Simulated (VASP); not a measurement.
A run of VASP 6.6.1 is set up as follows.

INCAR

```
  AGGAC = 1.0
  AGGAX = 1.0
  ALDAC = 0.0
  ALDAX = 1.0
  ALGO = Normal
  EDIFF = 1E-6
  EDIFFG = -0.005
  ENCUT = 600
  GGA = B5
  IBRION = 2
  ISIF = 3
  ISMEAR = -1
  LASPH = T
  LCHARG = F
  LREAL = F
  LWAVE = F
  NELM = 60
  NSW = 80
  PREC = Accurate
  SIGMA = 0.05
```

Contents of KPOINTS:

```
k-points
0
Gamma
  10 10 5
```

The input POSCAR:

```
Mg
1.0
    3.2093000000      0.0000000000      0.0000000000
   -1.6046500000      2.7793353284      0.0000000000
    0.0000000000      0.0000000000      5.2103000000
Mg
2
Direct
    0.6666666667      0.3333333333      0.7500000000
    0.3333333333      0.6666666667      0.2500000000
```

Potentials or basis: VASP PAW PBE potentials, release 64 (Mg).

Launch:

```sh
$ cat potpaw_PBE.64/Mg/POTCAR > POTCAR
$ mpirun -np 1 vasp_std > vasp.out
```

Task: Estimate the band gap on the k mesh.

Result: Zero (band 2 reaches 3.49 eV, above the bottom of band 3 at 1.24 eV).

Task: Estimate the relaxed cell.

Result: a = 3.179 Å, b = 3.179 Å, c = 5.380 Å, α = 90.00°, β = 90.00°, γ = 120.00°.

Final structure:
```yaml
crystal:
  lattice:
    - [3.17910, 0.00000, 0.00000]
    - [-1.58955, 2.75319, 0.00000]
    - [0.00000, 0.00000, 5.37980]
  atoms:
    - { symbol: Mg, position: [0.66667, 0.33333, 0.75000] }
    - { symbol: Mg, position: [0.33333, 0.66667, 0.25000] }
```

 BLYP gives volumes clearly too large for solids.
